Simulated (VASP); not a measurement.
# Al15GaN16 (a cell with a defect) in VASP: settings compared, part 2 of 2

VASP 6.6.1. The steps go on from the part before.

## 3. Single point, PBE

Input file INCAR:

```
PREC     = Accurate       # precision mode
ENCUT    = 520            # plane-wave cutoff, eV
EDIFF    = 1E-6           # SCF threshold, eV
ISMEAR   = 0              # smearing method
SIGMA    = 0.01           # smearing width, eV
LREAL    = Auto         
LASPH    = T              # aspherical terms in the spheres
NELM     = 120            # most SCF steps
ALGO     = Normal         # electronic algorithm
ISIF     = 2              # what is computed and relaxed
LWAVE    = F              # write WAVECAR
LCHARG   = T              # write CHGCAR
GGA      = PE             # functional
LELF     = T              # ELF
LVHAR    = T            
NBANDS   = 91             # bands
GGA_COMPAT= F            
ISYM     = -1
```

Input file KPOINTS:

```
explicit points
1
Reciprocal
  0.25000000   0.25000000   0.25000000 1
```

Input file POSCAR:

```
Al15GaN16
1.0
    6.2595139092      0.0000000618      0.0000000000
   -3.1297570081      5.4208980298      0.0000000000
    0.0000000000      0.0000000000     10.0348065900
Al Ga N
15 1 16
Direct
    0.3347338398      0.1672689879      0.2485687302
    0.3349345994      0.1672524567      0.7507160543
    0.1674125699      0.3348039468      0.9995708558
    0.3353054370      0.6683613951      0.2484337840
    0.1676456899      0.8352245220      0.4999024253
    0.3350759694      0.6688336626      0.7508429435
    0.1671292516      0.8346150846      0.9997802952
    0.8336150360      0.1667212816      0.2483792899
    0.6667827233      0.3343463237      0.4998087816
    0.8334531910      0.1672759320      0.7508365975
    0.6676216864      0.3350576733      0.9997515420
    0.8347026929      0.6673737780      0.2496200084
    0.6681996238      0.8340522807      0.5001184388
    0.8345118888      0.6674721407      0.7497185508
    0.6676844937      0.8344200222      0.9996206546
    0.1662724683      0.3358608407      0.4993696884
    0.3359245066      0.1660419577      0.4377927722
    0.1688635058      0.3331085101      0.1895525809
    0.3332421780      0.1689462028      0.9401865107
    0.1689196517      0.3334759954      0.6950985669
    0.3386238001      0.6780732889      0.4378324777
    0.1685856823      0.8328002466      0.1890927596
    0.3332158174      0.6696598205      0.9403161783
    0.1690268268      0.8332079260      0.6896743587
    0.8243046197      0.1637833535      0.4377899113
    0.6692138450      0.3335270583      0.1890465994
    0.8324205240      0.1687787812      0.9402386042
    0.6688176245      0.3329408315      0.6895828598
    0.8333791463      0.6686348531      0.4397122798
    0.6694882092      0.8325514177      0.1888554361
    0.8330341217      0.6689708534      0.9392620693
    0.6690555433      0.8332723805      0.6899463514
```

Potentials or basis: VASP PAW PBE potentials, release 64 (Al, Ga_d, N).

On the command line:

```bash
cat potpaw_PBE.64/Al/POTCAR potpaw_PBE.64/Ga_d/POTCAR potpaw_PBE.64/N/POTCAR > POTCAR
mpirun -np 1 vasp_std > vasp.out
```

OUTCAR:

```text
PREC = Accurate
   ENCUT = 520
   EDIFF = 1E-6
   ISMEAR = 0
   LREAL = Auto
   LASPH = T
   NELM = 120
   ISIF = 2
   GGA = PE
   ISYM = -1

 ion  position               nearest neighbor table
   1  0.335  0.167  0.249-  18 1.89  17 1.90  22 1.91  26 1.91   7 3.08  11 3.08   3 3.09   9 3.10
                             5 3.10  16 3.11   8 3.12   4 3.12  12 3.13  12 3.13   4 3.13   8 3.14
   2  0.335  0.167  0.751-  20 1.89  19 1.90  28 1.91  24 1.91  11 3.08   7 3.08   3 3.09   5 3.09
                             9 3.09  16 3.12   6 3.12  10 3.12  14 3.13  14 3.13  10 3.14   6 3.14
   3  0.167  0.335  1.000-  19 1.89  18 1.91  23 1.91  27 1.91   4 3.08  10 3.08   8 3.08   6 3.08
                             2 3.09   1 3.09  11 3.13  15 3.13   7 3.13   7 3.13  15 3.13  11 3.13
   4  0.335  0.668  0.248-  22 1.89  21 1.90  30 1.91  18 1.91  15 3.08   3 3.08   7 3.08  16 3.10
                            13 3.10   5 3.11   8 3.12   1 3.12  12 3.13  12 3.13   1 3.13   8 3.14
   5  0.168  0.835  0.500-  21 1.89  17 1.90  24 1.90  29 1.91  14 3.09  12 3.09   2 3.09   1 3.10
                             6 3.10   4 3.11  16 3.12  13 3.12   9 3.12   9 3.14  13 3.14  16 3.14
   6  0.335  0.669  0.751-  24 1.89  23 1.90  20 1.90  32 1.91  15 3.08   3 3.08   7 3.08  13 3.10
                             5 3.10  16 3.10  10 3.12   2 3.12  14 3.13  14 3.13   2 3.14  10 3.14
[... 215 lines left out ...]
      6      -7.7510      2.00000
[... 73 lines left out ...]
     80      12.9503      0.00000
     81      13.0036      0.00000
 [bands above 81 left out]

------------------------ aborting loop because EDIFF is reached ----------------------------------------

  FORCE on cell =-STRESS in cart. coord.  units (eV):
  Direction    XX          YY          ZZ          XY          YZ          ZX
  --------------------------------------------------------------------------------------
  -------------------------------------------------------------------------------------
  Total        2.6686758     -7.3119915      8.3334581     -8.6353128      0.2989012      0.1151068
  in kB       12.5569897    -34.4053044     39.2116377    -40.6319624      1.4064276      0.5416148
  external PRESSURE =       5.7877743 kB  Pullay stress =       0.0000000 kB

 VOLUME and BASIS-vectors are now :
 -----------------------------------------------------------------------------
  energy-cutoff  :      520.00
  volume of cell :      340.50
      direct lattice vectors                 reciprocal lattice vectors
     6.259513909  0.000000062  0.000000000     0.159756813  0.092235641  0.000000000
    -3.129757008  5.420898030  0.000000000    -0.000000002  0.184471279  0.000000000
     0.000000000  0.000000000 10.034806590     0.000000000  0.000000000  0.099653141

 POSITION                                       TOTAL-FORCE (eV/Angst)
 -----------------------------------------------------------------------------------
      1.57176      0.90675      2.49434        -0.000352      0.004326      0.006040
      1.57307      0.90666      7.53329         0.002566     -0.006099      0.001065
      0.00007      1.81494     10.03050         0.008488     -0.010599      0.002952
      0.00704      3.62312      2.49298        -0.001782      0.011179      0.002425
     -1.56467      4.52767      5.01642         0.011357      0.002050     -0.006568
      0.00413      3.62568      7.53456         0.004048      0.003163      0.002519
[... 24 lines left out ...]
      3.12067      3.62642      9.42531        -0.003400      0.005573      0.000196
      1.58002      4.51708      6.92348        -0.002665     -0.003408      0.001887
 -----------------------------------------------------------------------------------
    total drift:                                0.006547      0.014840      0.030932

  FREE ENERGIE OF THE ION-ELECTRON SYSTEM (eV)
  ---------------------------------------------------
  free  energy   TOTEN  =      -238.6285650334 eV

  energy  without entropy=     -238.6285650334  energy(sigma->0) =     -238.62856503
```

Run time: 92 s. Hardware: 1 thread of Intel Xeon Platinum 8259CL at 2.50GHz (Skylake/Cascade Lake), shared host; peak memory 0.42 GiB.

Results:

```yaml
Free_energy: -238.6286 eV
Pressure: 0.6 GPa
Largest_force: 0.022 eV/Å
Band_gap_on_the_k_mesh: 5.79 eV
```

Forces on the atoms (eV/Å):
```
Al   0.000  0.004  0.006
Al   0.003 -0.006  0.001
Al   0.008 -0.011  0.003
Al  -0.002  0.011  0.002
Al   0.011  0.002 -0.007
Al   0.004  0.003  0.003
Al   0.004 -0.003  0.003
Al  -0.005  0.004  0.004
Al   0.003 -0.002  0.001
Al   0.005 -0.010  0.000
Al   0.005 -0.009  0.007
Al   0.000  0.003  0.003
Al  -0.004  0.009  0.007
Al   0.000  0.007  0.002
Al   0.006 -0.003  0.002
Ga  -0.007  0.011  0.018
N    0.011 -0.009 -0.010
N   -0.001  0.000 -0.003
N   -0.007  0.004 -0.002
N   -0.001 -0.003 -0.002
N   -0.005 -0.003 -0.009
N   -0.005 -0.005 -0.008
N   -0.002  0.006 -0.007
N    0.000  0.007 -0.002
N   -0.006 -0.014 -0.010
N    0.002 -0.002 -0.004
N   -0.010  0.005  0.002
N   -0.007  0.004  0.004
N    0.002  0.000 -0.001
N    0.003 -0.003 -0.003
N   -0.003  0.006  0.000
N   -0.003 -0.003  0.002
```

Levels at points of the mesh, in eV from the valence-band top:
| k point | band 67 | band 68 | band 69 | band 70 | band 71 | band 72 |
| --- | --- | --- | --- | --- | --- | --- |
| (0.25, 0.25, 0.25) | -0.35 | -0.24 | 0.00 | 5.79 | 6.18 | 6.42 |

## 4. Single point, HSE06

Input file POSCAR:

```
Al15GaN16
1.0
    6.2595139128      0.0000000578      0.0000000000
   -3.1297570064      5.4208980350      0.0000000000
    0.0000000000      0.0000000000     10.0348065929
Al Ga N
15 1 16
Direct
    0.3347338190      0.1672689971      0.2485687292
    0.3349346125      0.1672524408      0.7507160613
    0.1674125858      0.3348039512      0.9995708459
    0.3353054107      0.6683614044      0.2484338118
    0.1676456948      0.8352245131      0.4999024258
    0.3350759617      0.6688336446      0.7508429339
    0.1671292530      0.8346150756      0.9997803008
    0.8336150208      0.1667213108      0.2483793233
    0.6667827506      0.3343463274      0.4998087776
    0.8334531705      0.1672759097      0.7508365848
    0.6676217221      0.3350577011      0.9997515466
    0.8347026702      0.6673737831      0.2496200165
    0.6681996025      0.8340523218      0.5001184224
    0.8345119006      0.6674721421      0.7497185217
    0.6676844964      0.8344200163      0.9996206534
    0.1662724720      0.3358608125      0.4993697228
    0.3359245766      0.1660419450      0.4377927589
    0.1688634801      0.3331085126      0.1895525706
    0.3332422104      0.1689462107      0.9401865169
    0.1689196071      0.3334759490      0.6950985641
    0.3386237734      0.6780732235      0.4378324901
    0.1685856365      0.8328002245      0.1890927736
    0.3332158244      0.6696598401      0.9403161621
    0.1690268387      0.8332079388      0.6896743586
    0.8243047282      0.1637834147      0.4377899246
    0.6692138212      0.3335270555      0.1890466137
    0.8324205393      0.1687787866      0.9402385937
    0.6688175963      0.3329408082      0.6895828455
    0.8333791710      0.6686348615      0.4397122727
    0.6694881668      0.8325514337      0.1888554509
    0.8330341392      0.6689708821      0.9392620454
    0.6690555113      0.8332723675      0.6899463370
```

Input file INCAR.step1:

```
SYSTEM = Al15GaN16
PREC = Accurate
ENCUT = 520
EDIFF = 1E-5
ISMEAR = -1
SIGMA = 0.01
LREAL = Auto
LASPH = .True.
NELM = 120
ALGO = Normal
ISIF = 2
LWAVE = .True.
LCHARG = .False.
NBANDS = 91
GGA = PE
GGA_COMPAT = .False.
ISYM = -1
```

Input file INCAR.step2:

```
SYSTEM = Al15GaN16
PREC = Accurate
ENCUT = 520
EDIFF = 1E-6
ISMEAR = -1
SIGMA = 0.01
LREAL = Auto
LASPH = .True.
NELM = 120
ALGO = Normal
ISIF = 2
LWAVE = .False.
LCHARG = .False.
GGA = PE
LHFCALC = .True.
HFSCREEN = 0.2079
PRECFOCK = Fast
NBANDS = 91
ISTART = 1
GGA_COMPAT = .False.
ISYM = -1
```

KPOINTS is that of step 3.

On the command line:

```bash
cat potpaw_PBE.64/Al/POTCAR potpaw_PBE.64/Ga_d/POTCAR potpaw_PBE.64/N/POTCAR > POTCAR
cp INCAR.step1 INCAR
mpirun -np 1 vasp_std > vasp.out
cp INCAR.step2 INCAR
mpirun -np 1 vasp_std > vasp.out
```

Wall time 5.1 min (1 thread of Intel Xeon Platinum 8259CL at 2.50GHz (Skylake/Cascade Lake), shared host); peak memory 0.57 GiB.

It converged, with:

- Free energy: -281.2181 eV
- Pressure: -5.1 GPa
- Largest force: 0.123 eV/Å
- Band gap on the k mesh: 7.19 eV

Forces in eV/Å, atoms in the order of the input:
```
Al   0.004  0.002  0.035
Al  -0.018  0.006  0.027
Al   0.016 -0.015  0.014
Al  -0.009  0.030  0.031
Al   0.042  0.011 -0.009
Al  -0.003 -0.008  0.029
Al   0.015 -0.007  0.025
Al  -0.025  0.001  0.033
Al   0.010 -0.033 -0.001
Al   0.012  0.001  0.026
Al   0.012 -0.017  0.029
Al  -0.007  0.007  0.014
Al  -0.024  0.020  0.003
Al  -0.008  0.012  0.024
Al   0.011 -0.006  0.024
Ga   0.010  0.002  0.015
N   -0.071  0.039  0.017
N    0.005 -0.003 -0.018
N   -0.009  0.005 -0.020
N    0.001 -0.006 -0.123
N   -0.018 -0.101  0.015
N   -0.001 -0.007 -0.031
N   -0.007  0.012 -0.026
N    0.004  0.005 -0.018
N    0.072  0.045  0.014
N    0.007 -0.004 -0.026
N   -0.016  0.007 -0.016
N   -0.002  0.001 -0.011
N   -0.003  0.004 -0.016
N    0.007 -0.005 -0.024
N   -0.008  0.008 -0.020
N    0.003 -0.007 -0.014
```

Stress tensor (GPa, compression positive):
```
-4.59 -4.12  0.04
-4.12 -9.35  0.12
 0.04  0.12 -1.30
```

Levels at points of the mesh, in eV from the valence-band top:
```tsv
k point	band 65	band 66	band 67	band 68	band 69	band 70	band 71	band 72	band 73	band 74
(0.25, 0.25, 0.25)	-0.52	-0.45	-0.38	-0.34	0.00	7.19	7.75	7.92	7.96	8.18
```

Caveat: the PAW data sets were made with another functional, which shifts forces and pressure a little.
